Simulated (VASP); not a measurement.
A run of VASP 6.6.1 is set up as follows.

File INCAR:

```
  PREC = Accurate
  ENCUT = 520
  EDIFF = 1E-6
  ISMEAR = 0
  SIGMA = 0.05
  LREAL = False
  LASPH = True
  NELM = 80
  ALGO = Normal
  ISIF = 2
  LWAVE = False
  LCHARG = False
  GGA = PE
  IVDW = 12
  NELECT = 96.0
  NBANDS = 60
```

The input KPOINTS:

```
Automatic mesh
0
Gamma
  6 6 6
```

File POSCAR:

```
W4S7
1.0
    3.1571976361     -5.4684267153      0.0000000000
   -3.1571976361     -5.4684267153      0.0000000000
    0.0000000000     -3.6456178102     -6.0395755976
W S
4 7
Direct
    0.4993440419      0.4993440419      0.0019678744
    0.9993440419      0.4993440419      0.0019678744
    0.4993440419      0.9993440419      0.0019678744
    0.9993440419      0.9993440419      0.0019678744
    0.2093798145      0.2093798145      0.8718605564
    0.7527816500      0.2527816500      0.7416550499
    0.2527816500      0.7527816500      0.7416550499
    0.7527816500      0.7527816500      0.7416550499
    0.5791743081      0.0791743081      0.2624770757
    0.0791743081      0.5791743081      0.2624770757
    0.5791743081      0.5791743081      0.2624770757
```

Potentials or basis: VASP PAW PBE potentials, release 64 (W_sv, S).

Launch:

```sh
$ cat potpaw_PBE.64/W_sv/POTCAR potpaw_PBE.64/S/POTCAR > POTCAR
$ mpirun -np 1 vasp_std > vasp.out
```

Predict the dispersion energy per atom.

-0.405 eV.

Estimate the largest force.

10.708 eV/Å.

Forces on the atoms (eV/Å):
```
W    0.000  0.000 -0.266
W   -7.152 -4.129 -3.576
W    7.152 -4.129 -3.576
W    0.000  8.258 -3.576
S    0.000  0.000 10.708
S    0.364  0.210  0.397
S   -0.364  0.210  0.397
S    0.000 -0.421  0.397
S   -0.268 -0.155 -0.302
S    0.268 -0.155 -0.302
S    0.000  0.310 -0.302
```

Caveat: the cell carries a net charge on a neutralising background, which shifts energy and pressure; the cell differs from its parent crystal (atoms taken out, atom 5 moved 0.250 of the way to it and +0.000 Å across, host rigid).
